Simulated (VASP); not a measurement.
# Hg (Im-3m) in VASP: single point with PBE

Aim: the single point of Hg with PBE.

Program: VASP 6.6.1. These are calculated values, not measurements. Logs are shortened: lines on timing, memory, paths and dates and some standing lists are left out, and cuts for length are marked.

**1. The cell of the first run**

It takes space group Im-3m (No. 229, cubic). The conventional cell has a = 3.858 Å, b = 3.858 Å, c = 3.858 Å, α = 90.00°, β = 90.00°, γ = 90.00°. Hg (site symmetry m-3m) has 14 Hg at 3.34 to 3.86 Å within 4.4 Å.

**2. Single point, PBE (28.71 Å³/atom)**

Contents of INCAR:

```
SYSTEM = Hg
ALGO = Normal ; EDIFF = 1E-6
ENCUT = 500 ; GGA = PE
GGA_COMPAT = .FALSE. ; ISIF = 2
ISMEAR = 0 ; LASPH = .TRUE.
LCHARG = .TRUE. ; LELF = .TRUE.
LREAL = .FALSE. ; LVHAR = .TRUE.
LWAVE = .FALSE. ; NBANDS = 12
NELM = 120 ; PREC = Accurate
SIGMA = 0.05
```

Contents of KPOINTS:

```
k-points
0
G
  8 8 8
  0 0 0
```

Contents of POSCAR:

```
Hg
1.0
   -1.9288830719      1.9288830719      1.9288830719
    1.9288830719     -1.9288830719      1.9288830719
    1.9288830719      1.9288830719     -1.9288830719
Hg
1
Direct
    0.0000000000      0.0000000000      0.0000000000
```

Potentials or basis: VASP PAW PBE potentials, release 64 (Hg).

Started as:

```
> cat potpaw_PBE.64/Hg/POTCAR > POTCAR
> mpirun -np 1 vasp_std > vasp.out
```

OUTCAR:

```text
SYSTEM = Hg
   EDIFF = 1E-6
   ENCUT = 500
   GGA = PE
   ISIF = 2
   ISMEAR = 0
   LASPH = .TRUE.
   LREAL = .FALSE.
   NELM = 120
   PREC = Accurate

 ion  position               nearest neighbor table
   1  0.000  0.000  0.000-

  LATTYP: Found a body centered cubic cell.
 ALAT       =     3.8577661438

  Lattice vectors:

 A1 = (  -1.9288830719,   1.9288830719,   1.9288830719)
 A2 = (   1.9288830719,  -1.9288830719,   1.9288830719)
 A3 = (   1.9288830719,   1.9288830719,  -1.9288830719)

Analysis of symmetry for initial positions (statically):
=====================================================================
 Subroutine PRICEL returns:
 Original cell was already a primitive cell.

 Routine SETGRP: Setting up the symmetry group for a
 body centered cubic supercell.

 Subroutine GETGRP returns: Found 48 space group operations
 (whereof 48 operations were pure point group operations)
 out of a pool of 48 trial point group operations.

The static configuration has the point symmetry O_h .

Analysis of symmetry for dynamics (positions and initial velocities):
=====================================================================
 Subroutine PRICEL returns:
 Original cell was already a primitive cell.

 Routine SETGRP: Setting up the symmetry group for a
 body centered cubic supercell.

 Subroutine GETGRP returns: Found 48 space group operations
 (whereof 48 operations were pure point group operations)
 out of a pool of 48 trial point group operations.

The dynamic configuration has the point symmetry O_h .

 Subroutine INISYM returns: Found 48 space group operations
 (whereof 48 operations are pure point group operations),
 and found     1 'primitive' translations

----------------------------------------------------------------------------------------

                                     Primitive cell

  volume of cell :      28.7063

  direct lattice vectors                    reciprocal lattice vectors
    -1.928883072  1.928883072  1.928883072     0.000000000  0.259217372  0.259217372
     1.928883072 -1.928883072  1.928883072     0.259217372  0.000000000  0.259217372
     1.928883072  1.928883072 -1.928883072     0.259217372  0.259217372  0.000000000

  length of vectors
     3.340923482  3.340923482  3.340923482     0.366588723  0.366588723  0.366588723

  position of ions in fractional coordinates (direct lattice)
     0.000000000  0.000000000  0.000000000

  ion indices of the primitive-cell ions
   primitive index   ion index
                 1           1

----------------------------------------------------------------------------------------

 KPOINTS: k-points

Automatic generation of k-mesh.
 Grid dimensions read from file:
 generate k-points for:    8    8    8

 Generating k-lattice:

  Cartesian coordinates                     Fractional coordinates (reciprocal lattice)
     0.000000000  0.032402171  0.032402171     0.125000000  0.000000000  0.000000000
     0.032402171  0.000000000  0.032402171     0.000000000  0.125000000  0.000000000
     0.032402171  0.032402171  0.000000000     0.000000000  0.000000000  0.125000000

  Length of vectors
     0.045823590  0.045823590  0.045823590

  Shift w.r.t. Gamma in fractional coordinates (k-lattice)
     0.000000000  0.000000000  0.000000000

 Subroutine IBZKPT returns following result:
 ===========================================

 Found     29 irreducible k-points:

 Following reciprocal coordinates:
            Coordinates               Weight
  0.000000  0.000000  0.000000      1.000000
  0.125000  0.000000  0.000000     12.000000
  0.250000  0.000000  0.000000     12.000000
  0.375000  0.000000  0.000000     12.000000
  0.500000  0.000000  0.000000      6.000000
  0.125000  0.125000  0.000000     24.000000
[... 16 lines left out ...]
 -0.250000  0.250000  0.250000      6.000000
 -0.375000  0.375000  0.250000     24.000000
 [... further k-points ...]
   k-points           NKPTS =     29   k-points in BZ     NKDIM =     29   number of bands    NBANDS=     12
   number of dos      NEDOS =    301   number of ions     NIONS =      1
   total plane-waves  NPLWV =  13824
   dimension x,y,z NGX =    24 NGY =   24 NGZ =   24
   dimension x,y,z NGXF=    48 NGYF=   48 NGZF=   48
   ions per type =               1
   NGX,Y,Z   is equivalent  to a cutoff of  11.94, 11.94, 11.94 a.u.
   NGXF,Y,Z  is equivalent  to a cutoff of  23.89, 23.89, 23.89 a.u.
 SYSTEM =  Hg
   PREC   = accura    normal or accurate (medium, high low for compatibility)
   ISTART =      0    job   : 0-new  1-cont  2-samecut
   ICHARG =      2    charge: 1-file 2-atom 10-const
   ISPIN  =      1    spin polarized calculation?
   LNONCOLLINEAR =      F non collinear calculations
   LSORBIT =      F    spin-orbit coupling
   LASPH  =      T    aspherical Exc in radial PAW
   ENCUT  =  500.0 eV  36.75 Ry    6.06 a.u.   6.09  6.09  6.09*2*pi/ulx,y,z
   NELM   =    120;   NELMIN=  2; NELMDL= -5     # of ELM steps
   EDIFF  = 0.1E-05   stopping-criterion for ELM
   LREAL  =      F    real-space projection
   EDIFFG = 0.1E-04   stopping-criterion for IOM
   NSW    =      0    number of steps for IOM
   IBRION =     -1    ionic relax: 0-MD 1-quasi-New 2-CG
   NFREE  =      0    steps in history (QN), initial steepest desc. (CG)
   ISIF   =      2    stress and relaxation
   ISYM   =      2    0-nonsym 1-usesym 2-fastsym
   POTIM  = 0.5000    time-step for ionic-motion
   TEBEG  =    0.0;   TEEND  =   0.0 temperature during run
   PSTRESS=    0.0 pullay stress
   NELECT =      12.0000    total number of electrons
   NUPDOWN=      -1.0000    fix difference up-down
   EMIN   =  10.00;   EMAX   =-10.00  energy-range for DOS
   EFERMI =   0.00;   METHOD = LEGACY
   ISMEAR =     0;   SIGMA  =   0.05  broadening in eV -4-tet -1-fermi 0-gaus
   EFERMI_NEDOS =   21; number of points for ismear=-14 and -15
   IALGO  =     38    algorithm
   IMIX   =      4    mixing-type and parameters
     AMIX     =   0.40;   BMIX     =  1.00
     AMIX_MAG =   1.60;   BMIX_MAG =  1.00
  volume/ion in A,a.u.               =      28.71       193.72
  Fermi-wavevector in a.u.,A,eV,Ry     =   1.224079  2.313173 20.386544  1.498369
  Thomas-Fermi vector in A             =   2.359166
   LORBIT       =      0    0 simple, 1 ext, 2 COOP (PROOUT), +10 PAW based schemes
   GGA     = PE    functional components
   LHFCALC =     F    Hartree Fock is set to
   AEXX    =    0.0000 exact exchange contribution
   IVDW    =     0    specifies the selected vdW correction
   LEPSILON=     F    determine dielectric tensor
   LRPA    =     F    only Hartree local field effects (RPA)
 non-spin polarized calculation
 Gauss-broadening in eV      SIGMA  =   0.05
  energy-cutoff  :      500.00
  volume of cell :       28.71
 maximum number of plane-waves:       736
   NGX = 13   NGY = 13   NGZ = 13

 number of electron      12.0000003 magnetization

 Free energy of the ion-electron system (eV)
  ---------------------------------------------------
  ext. energy  EPLUGINS =         0.00000000
  ---------------------------------------------------
  free energy    TOTEN  =        -0.18910784 eV

  energy without entropy =       -0.18846116  energy(sigma->0) =       -0.18878450

 E-fermi :   1.2714     XC(G=0):  -9.8031

 val. band max:        1.2639146751   @ k =   0.5000   0.5000   0.1250
 cond. band min:       1.8178571761   @ k =   0.5000   0.5000   0.3750
 fundamental gap:      0.5539425010
 Fermi energy:         1.2713544423

 k-point     1 :       0.0000    0.0000    0.0000
  band No.  band energies     occupation
      1      -6.2283      2.00000
      2      -5.1963      2.00000
      3      -5.1963      2.00000
      4      -5.1963      2.00000
      5      -4.5884      2.00000
      6      -4.5884      2.00000
      7      15.1474      0.00000
      8      15.1474      0.00000
      9      15.1474      0.00000
     10      15.8782      0.00000
     11      15.8782      0.00000
     12      15.8782      0.00000

 k-point     2 :       0.1250    0.0000    0.0000
  band No.  band energies     occupation
      1      -5.8915      2.00000
      2      -5.2415      2.00000
      3      -5.1544      2.00000
      4      -5.0598      2.00000
      5      -4.6309      2.00000
      6      -4.5868      2.00000
      7      12.0046      0.00000
      8      13.9286      0.00000
      9      14.0727      0.00000
     10      15.2367      0.00000
     11      15.7394      0.00000
     12      16.1439      0.00000

 k-point     3 :       0.2500    0.0000    0.0000
  band No.  band energies     occupation
      1      -5.5321      2.00000
      2      -5.3486      2.00000
      3      -4.7095      2.00000
      4      -4.6803      2.00000
      5      -4.5805      2.00000
      6      -4.4189      2.00000
      7       7.6114      0.00000
      8      11.9152      0.00000
      9      12.3955      0.00000
     10      14.6149      0.00000
     11      15.4959      0.00000
     12      17.3913      0.00000
[... 286 lines left out ...]
 k-point    23 :      -0.2500    0.2500    0.2500
  band No.  band energies     occupation
      1      -5.1115      2.00000
      2      -5.0236      2.00000
      3      -4.9097      2.00000
      4      -4.9097      2.00000
      5      -4.7352      2.00000
      6      -2.9984      2.00000
      7       7.9978      0.00000
      8       8.9235      0.00000
      9       8.9235      0.00000
     10      11.8203      0.00000
     11      19.3547      0.00000
     12      19.3549      0.00000

 k-point    24 :      -0.3750    0.3750    0.2500
  band No.  band energies     occupation
      1      -5.3204      2.00000
      2      -5.1509      2.00000
      3      -4.9114      2.00000
      4      -4.7321      2.00000
      5      -4.3888      2.00000
      6      -1.2437      2.00000
      7       4.9595      0.00000
      8       7.5570      0.00000
      9       8.7483      0.00000
     10      12.1827      0.00000
     11      16.7074      0.00000
     12      19.3150      0.00000

 [... further k-points ...]

------------------------ aborting loop because EDIFF is reached ----------------------------------------

  FORCE on cell =-STRESS in cart. coord.  units (eV):
  Direction    XX          YY          ZZ          XY          YZ          ZX
  --------------------------------------------------------------------------------------
  -------------------------------------------------------------------------------------
  Total        0.0122575      0.0122575      0.0122575     -0.0000000      0.0000000     -0.0000000
  in kB        0.6841233      0.6841233      0.6841233     -0.0000000      0.0000000     -0.0000000
  external PRESSURE =       0.6841233 kB  Pullay stress =       0.0000000 kB

 VOLUME and BASIS-vectors are now :
 -----------------------------------------------------------------------------
  energy-cutoff  :      500.00
  volume of cell :       28.71
      direct lattice vectors                 reciprocal lattice vectors
    -1.928883072  1.928883072  1.928883072     0.000000000  0.259217372  0.259217372
     1.928883072 -1.928883072  1.928883072     0.259217372  0.000000000  0.259217372
     1.928883072  1.928883072 -1.928883072     0.259217372  0.259217372  0.000000000

 POSITION                                       TOTAL-FORCE (eV/Angst)
 -----------------------------------------------------------------------------------
      0.00000      0.00000      0.00000         0.000000     -0.000000     -0.000000
 -----------------------------------------------------------------------------------
    total drift:                               -0.000000      0.000000      0.000000

  FREE ENERGIE OF THE ION-ELECTRON SYSTEM (eV)
  ---------------------------------------------------
  free  energy   TOTEN  =        -0.1891078379 eV

  energy  without entropy=       -0.1884611555  energy(sigma->0) =       -0.18878450
```

It took 4.1 s on 1 thread of Intel Xeon Platinum 8559C (Emerald Rapids), shared host; peak memory 0.14 GiB.

Results:

| Property | Result |
| --- | --- |
| Free energy | -0.1891 eV |
| Pressure | 0.1 GPa |
| Band gap on the k mesh | zero (bands 6 and 7 overlap by 2.49 eV) |

Levels at points of the mesh, in eV from the Fermi level:
| k point | band 2 | band 3 | band 4 | band 5 | band 6 | band 7 | band 8 | band 9 | band 10 | band 11 |
| --- | --- | --- | --- | --- | --- | --- | --- | --- | --- | --- |
| (0.00, 0.00, 0.00) | -6.47 | -6.47 | -6.47 | -5.86 | -5.86 | 13.88 | 13.88 | 13.88 | 14.61 | 14.61 |
| (0.50, 0.00, 0.00) | -6.77 | -5.91 | -5.84 | -5.42 | -1.57 | -0.54 | 8.51 | 9.57 | 12.96 | 14.00 |
| (0.50, 0.50, 0.50) | -6.91 | -5.53 | -5.53 | -5.53 | 1.96 | 3.85 | 3.85 | 3.85 | 9.23 | 9.23 |

Caveat: spin-orbit coupling is left out, which moves the levels of the heavy elements.

The gap in the log of VASP goes by the Fermi energy; the results here count the filled bands.